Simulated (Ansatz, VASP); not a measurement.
**Mg2B: VASP beside Ansatz**

```
Mg B
1.0
     4.89219    0.00000    0.00000
     0.00000    5.34608    0.00000
     0.00000    0.00000    3.24241
Mg B
4 2
Direct
  0.25000 0.34489 0.00000
  0.75000 0.65511 0.00000
  0.75000 0.15511 0.50000
  0.25000 0.84489 0.50000
  0.00000 0.00000 0.00000
  0.50000 0.50000 0.50000
```

Alike in both runs: task single point; functional PBEsol; k mesh 7 × 6 × 10; no spin polarisation.

|  | VASP | Ansatz |
| --- | --- | --- |
| version | VASP 6.6.1 | Ansatz 0.2.0 |
| potentials or method | VASP PAW PBE potentials, release 64 (Mg, B), cutoff 520 eV | PAW plane waves |
| occupations | fermi-dirac, width 0.1 eV | fermi-dirac |
| valence electrons in the cell | 14 | 46 |

VASP gave:

- pressure (GPa): 17.5
- traceless stress, the component that is largest in VASP (GPa): 3.84
- rms of the force components (eV/Å): 0.198

**Question.** Estimate Ansatz's values.

**Answer.** Pressure (GPa): 17.3; traceless stress, the component that is largest in VASP (GPa): 3.81; rms of the force components (eV/Å): 0.195.

VASP's potentials were made for PBE, not for PBEsol. Atom by atom the forces differ by 0.003 eV/Å (rms over components). VASP's potentials hold 14 valence electrons a cell and Ansatz's 46, so a difference there can come from the potentials and not from the codes.
